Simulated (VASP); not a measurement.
# BN (P6_3/mmc) in VASP: further runs, part 2 of 2

VASP 6.6.1.

## 3. Single point, PBEsol (volume 10.005 Å^3 an atom, c/a of the conventional cell 3.0939)

INCAR

```
SYSTEM = BN
PREC = Accurate
ENCUT = 520
EDIFF = 1E-6
ISMEAR = 0
SIGMA = 0.05
LREAL = .False.
LASPH = .True.
NELM = 80
ALGO = Normal
ISIF = 2
LWAVE = .False.
LCHARG = .True.
GGA = PS
LELF = .True.
LVHAR = .True.
NBANDS = 16
```

KPOINTS

```
Automatic mesh
0
Gamma
  12 12 4
  0 0 0
```

POSCAR

```
BN
1.0
    2.4627106777      0.0000000000      0.0000000000
   -1.2313553389      2.1327700090      0.0000000000
    0.0000000000      0.0000000000      7.6193805657
B N
2 2
Direct
    0.3333333333      0.6666666667      0.2500000000
    0.6666666667      0.3333333333      0.7500000000
    0.3333333333      0.6666666667      0.7500000000
    0.6666666667      0.3333333333      0.2500000000
```

Potentials or basis: VASP PAW PBE potentials, release 64 (B, N).

Launch:

```sh
cat potpaw_PBE.64/B/POTCAR potpaw_PBE.64/N/POTCAR > POTCAR
mpirun -np 1 vasp_std > vasp.out
```

OUTCAR:

```text
SYSTEM = BN
   PREC = Accurate
   ENCUT = 520
   EDIFF = 1E-6
   ISMEAR = 0
   LREAL = .False.
   LASPH = .True.
   NELM = 80
   ISIF = 2
   GGA = PS

 ion  position               nearest neighbor table
   1  0.333  0.667  0.250-   4 1.42   4 1.42   4 1.42
   2  0.667  0.333  0.750-   3 1.42   3 1.42   3 1.42
   3  0.333  0.667  0.750-   2 1.42   2 1.42   2 1.42
   4  0.667  0.333  0.250-   1 1.42   1 1.42   1 1.42

  LATTYP: Found a hexagonal cell.
 ALAT       =     2.4627106777
 C/A-ratio  =     3.0939000000

  Lattice vectors:

 A1 = (   2.4627106777,   0.0000000000,   0.0000000000)
 A2 = (  -1.2313553389,   2.1327700090,   0.0000000000)
 A3 = (   0.0000000000,   0.0000000000,   7.6193805657)

Analysis of symmetry for initial positions (statically):
=====================================================================
 Subroutine PRICEL returns:
 Original cell was already a primitive cell.

 Routine SETGRP: Setting up the symmetry group for a
 hexagonal supercell.

 Subroutine GETGRP returns: Found 24 space group operations
 (whereof 12 operations were pure point group operations)
 out of a pool of 24 trial point group operations.

[... 165 lines left out ...]

  energy without entropy =      -36.49189051  energy(sigma->0) =      -36.49189051

 E-fermi :   1.5977     XC(G=0):  -9.4516

 val. band max:        1.3665208628   @ k =   0.3333   0.3333   0.5000
 cond. band min:       5.8202415269   @ k =   0.0000   0.0000   0.0000
 fundamental gap:      4.4537206641
 Fermi energy:         1.5976574438

 k-point     1 :       0.0000    0.0000    0.0000
  band No.  band energies     occupation
      1     -16.6052      2.00000
      2     -16.5099      2.00000
      3      -4.6835      2.00000
      4      -3.6562      2.00000
      5       0.1152      2.00000
      6       0.1152      2.00000
[... 433 lines left out ...]
      3      -5.6132      2.00000
      4      -5.6010      2.00000
      5      -2.2558      2.00000
      6      -2.2461      2.00000
[... 8 lines left out ...]
     15      17.8086      0.00000
     16      19.7491      0.00000

 [... further k-points ...]
[... 5 lines left out ...]
  --------------------------------------------------------------------------------------
  -------------------------------------------------------------------------------------
  Total        4.3523282      4.3523282     -0.1110311     -0.0000000     -0.0000000      0.0000000
  in kB      174.2429189    174.2429189     -4.4450639     -0.0000000     -0.0000000      0.0000000
  external PRESSURE =     114.6802580 kB  Pullay stress =       0.0000000 kB

 VOLUME and BASIS-vectors are now :
 -----------------------------------------------------------------------------
  energy-cutoff  :      520.00
  volume of cell :       40.02
      direct lattice vectors                 reciprocal lattice vectors
     2.462710678  0.000000000  0.000000000     0.406056631  0.234436905  0.000000000
    -1.231355339  2.132770009  0.000000000     0.000000000  0.468873810  0.000000000
     0.000000000  0.000000000  7.619380566     0.000000000  0.000000000  0.131244265

 POSITION                                       TOTAL-FORCE (eV/Angst)
 -----------------------------------------------------------------------------------
     -0.00000      1.42185      1.90485         0.000000     -0.000000      0.000000
      1.23136      0.71092      5.71454        -0.000000     -0.000000      0.000000
     -0.00000      1.42185      5.71454         0.000000      0.000000      0.000000
      1.23136      0.71092      1.90485         0.000000      0.000000      0.000000
 -----------------------------------------------------------------------------------
    total drift:                               -0.000000      0.000000      0.000000

  FREE ENERGIE OF THE ION-ELECTRON SYSTEM (eV)
  ---------------------------------------------------
  free  energy   TOTEN  =       -36.4918905140 eV

  energy  without entropy=      -36.4918905140  energy(sigma->0) =      -36.49189051
```

stdout:

```text
POSCAR found type information on POSCAR B N
 POSCAR found :  2 types and       4 ions
 scaLAPACK will be used
 -----------------------------------------------------------------------------
|                                                                             |
|                                                                             |
|     You enforced a specific xc type in the INCAR file but a different       |
|     I HOPE YOU KNOW WHAT YOU ARE DOING!                                     |
|                                                                             |
 -----------------------------------------------------------------------------

 LDA part: xc-table for (Slater+PW92), standard interpolation
 POSCAR, INCAR and KPOINTS ok, starting setup
 FFT: planning ... GRIDC
 FFT: planning ... GRID_SOFT
 FFT: planning ... GRID
 WAVECAR not read
 entering main loop
```

Wall time 15 s (1 thread of AMD EPYC 9R45 (Zen 5), shared host); peak memory 0.13 GiB.

What came out:

```
Free energy            : -36.4919 eV
Pressure               : 11.5 GPa
Band gap on the k mesh : 4.45 eV, indirect (least direct gap 4.74 eV)
```

Caveat: the PAW data sets were made with another functional, which shifts forces and pressure a little; this functional lacks dispersion, which binds the layers, so the pressure and a relaxed spacing across them are unreliable. A k mesh can miss the band edges.

## 4. Single point, PBEsol (volume 10.234 Å^3 an atom, c/a of the conventional cell 2.7425)

INCAR

```
SYSTEM = BN
  ALGO = Normal
  EDIFF = 1E-6
  ENCUT = 520
  GGA = PS
  ISIF = 2
  ISMEAR = 0
  LASPH = .TRUE.
  LCHARG = .TRUE.
  LELF = .TRUE.
  LREAL = .FALSE.
  LVHAR = .TRUE.
  LWAVE = .FALSE.
  NBANDS = 16
  NELM = 80
  PREC = Accurate
  SIGMA = 0.05
```

KPOINTS

```
k-points
0
G
  12 12 4
  0 0 0
```

POSCAR

```
BN
1.0
    2.5831088777      0.0000000000      0.0000000000
   -1.2915544389      2.2370379088      0.0000000000
    0.0000000000      0.0000000000      7.0841760970
B N
2 2
Direct
    0.3333333333      0.6666666667      0.2500000000
    0.6666666667      0.3333333333      0.7500000000
    0.3333333333      0.6666666667      0.7500000000
    0.6666666667      0.3333333333      0.2500000000
```

Potentials or basis: VASP PAW PBE potentials, release 64 (B, N).

Launch:

```sh
cat potpaw_PBE.64/B/POTCAR potpaw_PBE.64/N/POTCAR > POTCAR
mpirun -np 1 vasp_std > vasp.out
```

OUTCAR:

```text
SYSTEM = BN
   EDIFF = 1E-6
   ENCUT = 520
   GGA = PS
   ISIF = 2
   ISMEAR = 0
   LASPH = .TRUE.
   LREAL = .FALSE.
   NELM = 80
   PREC = Accurate

 ion  position               nearest neighbor table
   1  0.333  0.667  0.250-   4 1.49   4 1.49   4 1.49
   2  0.667  0.333  0.750-   3 1.49   3 1.49   3 1.49
   3  0.333  0.667  0.750-   2 1.49   2 1.49   2 1.49
   4  0.667  0.333  0.250-   1 1.49   1 1.49   1 1.49

  LATTYP: Found a hexagonal cell.
 ALAT       =     2.5831088777
 C/A-ratio  =     2.7425000000

  Lattice vectors:

 A1 = (   2.5831088777,   0.0000000000,   0.0000000000)
 A2 = (  -1.2915544389,   2.2370379088,   0.0000000000)
 A3 = (   0.0000000000,   0.0000000000,   7.0841760970)

Analysis of symmetry for initial positions (statically):
=====================================================================
 Subroutine PRICEL returns:
 Original cell was already a primitive cell.

 Routine SETGRP: Setting up the symmetry group for a
 hexagonal supercell.

 Subroutine GETGRP returns: Found 24 space group operations
 (whereof 12 operations were pure point group operations)
 out of a pool of 24 trial point group operations.
[... 166 lines left out ...]
  free energy    TOTEN  =       -36.35697366 eV

  energy without entropy =      -36.35697366  energy(sigma->0) =      -36.35697366

 E-fermi :   1.5701     XC(G=0):  -9.6857

 val. band max:        1.3209223488   @ k =   0.3333   0.3333   0.5000
 cond. band min:       5.4337346937   @ k =   0.5000   0.0000   0.0000
 fundamental gap:      4.1128123450
 Fermi energy:         1.5701126235

 k-point     1 :       0.0000    0.0000    0.0000
  band No.  band energies     occupation
      1     -15.8449      2.00000
      2     -15.6565      2.00000
      3      -4.2655      2.00000
      4      -2.6350      2.00000
      5      -0.0859      2.00000
      6      -0.0859      2.00000
[... 433 lines left out ...]
      3      -5.3603      2.00000
      4      -5.3253      2.00000
      5      -2.1513      2.00000
      6      -2.1236      2.00000
[... 8 lines left out ...]
     15      16.7073      0.00000
     16      18.4698      0.00000

 [... further k-points ...]
[... 5 lines left out ...]
  --------------------------------------------------------------------------------------
  -------------------------------------------------------------------------------------
  Total       -6.9154525     -6.9154525     -0.0653960      0.0000000     -0.0000000      0.0000000
  in kB     -270.6610621   -270.6610621     -2.5595076      0.0000000     -0.0000000      0.0000000
  external PRESSURE =    -181.2938773 kB  Pullay stress =       0.0000000 kB

 VOLUME and BASIS-vectors are now :
 -----------------------------------------------------------------------------
  energy-cutoff  :      520.00
  volume of cell :       40.94
      direct lattice vectors                 reciprocal lattice vectors
     2.583108878  0.000000000  0.000000000     0.387130410  0.223509847  0.000000000
    -1.291554439  2.237037909  0.000000000     0.000000000  0.447019693  0.000000000
     0.000000000  0.000000000  7.084176097     0.000000000  0.000000000  0.141159676

 POSITION                                       TOTAL-FORCE (eV/Angst)
 -----------------------------------------------------------------------------------
     -0.00000      1.49136      1.77104         0.000000      0.000000      0.000000
      1.29155      0.74568      5.31313        -0.000000     -0.000000      0.000000
     -0.00000      1.49136      5.31313         0.000000      0.000000      0.000000
      1.29155      0.74568      1.77104        -0.000000      0.000000      0.000000
 -----------------------------------------------------------------------------------
    total drift:                                0.000000     -0.000000      0.000000

  FREE ENERGIE OF THE ION-ELECTRON SYSTEM (eV)
  ---------------------------------------------------
  free  energy   TOTEN  =       -36.3569736644 eV

  energy  without entropy=      -36.3569736644  energy(sigma->0) =      -36.35697366
```

stdout:

```text
POSCAR found type information on POSCAR B N
 POSCAR found :  2 types and       4 ions
 scaLAPACK will be used
 -----------------------------------------------------------------------------
|                                                                             |
|                                                                             |
|     You enforced a specific xc type in the INCAR file but a different       |
|     I HOPE YOU KNOW WHAT YOU ARE DOING!                                     |
|                                                                             |
 -----------------------------------------------------------------------------

 LDA part: xc-table for (Slater+PW92), standard interpolation
 POSCAR, INCAR and KPOINTS ok, starting setup
 FFT: planning ... GRIDC
 FFT: planning ... GRID_SOFT
 FFT: planning ... GRID
 WAVECAR not read
 entering main loop
```

Wall time 16 s (1 thread of AMD EPYC 9R45 (Zen 5), shared host); peak memory 0.13 GiB.

What came out:

| Property | Result |
| --- | --- |
| Free energy | -36.3570 eV |
| Pressure | -18.1 GPa |
| Band gap on the k mesh | 4.11 eV, indirect (least direct gap 4.37 eV) |

Levels at points of the mesh, in eV from the valence-band top:
```csv
k point,band 4,band 5,band 6,band 7,band 8,band 9,band 10,band 11,band 12,band 13
"(0.00, 0.00, 0.00)",-3.96,-1.41,-1.41,-1.38,-1.38,4.71,9.19,10.40,10.77,10.77
"(0.50, 0.00, 0.00)",-8.50,-3.99,-3.95,-1.22,-0.47,4.11,5.15,8.58,8.94,11.90
"(0.00, 0.00, 0.50)",-4.86,-1.40,-1.40,-1.40,-1.40,6.68,6.68,10.81,10.81,10.81
"(0.50, 0.00, 0.50)",-8.53,-3.97,-3.97,-0.84,-0.84,4.49,4.49,8.87,8.87,12.61
```

Caveat: the PAW data sets were made with another functional, which shifts forces and pressure a little; this functional lacks dispersion, which binds the layers, so the pressure and a relaxed spacing across them are unreliable. A k mesh can miss the band edges.

## 5. Single point, PBEsol (volume 10.234 Å^3 an atom, c/a of the conventional cell 2.4903)

INCAR

```
SYSTEM = BN
PREC = Accurate
ENCUT = 520
EDIFF = 1E-6
ISMEAR = 0
SIGMA = 0.05
LREAL = .FALSE.
LASPH = .TRUE.
NELM = 100
ALGO = Normal
ISIF = 2
LWAVE = .FALSE.
LCHARG = .FALSE.
GGA = PS
NBANDS = 16
```

KPOINTS

```
Automatic mesh
0
G
  12 12 4
  0 0 0
```

POSCAR

```
BN
1.0
    2.6675201041      0.0000000000      0.0000000000
   -1.3337600521      2.3101401753      0.0000000000
    0.0000000000      0.0000000000      6.6429253153
B N
2 2
Direct
    0.3333333333      0.6666666667      0.2500000000
    0.6666666667      0.3333333333      0.7500000000
    0.3333333333      0.6666666667      0.7500000000
    0.6666666667      0.3333333333      0.2500000000
```

Launch:

```sh
cat potpaw_PBE.64/B/POTCAR potpaw_PBE.64/N/POTCAR > POTCAR
mpirun -np 1 vasp_std > vasp.out
```

Run time: 15 s. Hardware: 1 thread of AMD EPYC 9R45 (Zen 5), shared host; peak memory 0.13 GiB.

Results (log left out):

- Free energy: -35.7086 eV
- Pressure: -34.0 GPa
- Band gap on the k mesh: 3.81 eV, indirect (least direct gap 4.10 eV)

Stress tensor (GPa, compression positive):
```
-51.18   0.00   0.00
  0.00 -51.18   0.00
  0.00   0.00   0.30
```

Levels at points of the mesh, in eV from the valence-band top:
```tsv
k point	band 5	band 6	band 7	band 8	band 9	band 10	band 11	band 12
(0.00, 0.00, 0.00)	-1.54	-1.54	-1.48	-1.48	4.80	9.07	9.30	9.94
(0.50, 0.00, 0.00)	-3.90	-3.81	-1.39	-0.29	3.81	5.13	7.71	7.90
(0.00, 0.00, 0.50)	-1.51	-1.51	-1.51	-1.51	6.85	6.85	10.02	10.02
(0.50, 0.00, 0.50)	-3.86	-3.86	-0.81	-0.81	4.22	4.22	7.94	7.94
```

Caveat: the PAW data sets were made with another functional, which shifts forces and pressure a little; this functional lacks dispersion, which binds the layers, so the pressure and a relaxed spacing across them are unreliable.

## 6. Summary

| cell | gap on the mesh (eV) | pressure (GPa) |
| --- | --- | --- |
| a = 2.543, b = 2.543, c = 7.145 Å, angles 90.0, 90.0, 120.0°, 4 atoms | 4.21 | -9.5 |
| a = 2.463, b = 2.463, c = 7.619 Å, angles 90.0, 90.0, 120.0°, 4 atoms | 4.45 | 11.5 |
| a = 2.583, b = 2.583, c = 7.084 Å, angles 90.0, 90.0, 120.0°, 4 atoms | 4.11 | -18.1 |
| a = 2.668, b = 2.668, c = 6.643 Å, angles 90.0, 90.0, 120.0°, 4 atoms | 3.81 | -34.0 |

Alike in all rows: task single point; level PBEsol; potentials or basis VASP PAW PBE potentials, release 64 (B, N); no spin polarisation; k mesh 12 × 12 × 4; cutoff (eV) 520; smearing gaussian 0.05 eV.

Caveats: the PAW data sets were made with another functional, which shifts forces and pressure a little; this functional lacks dispersion, which binds the layers, so the pressure and a relaxed spacing across them are unreliable.

Absolute energies hang on the potentials; compare differences alone.
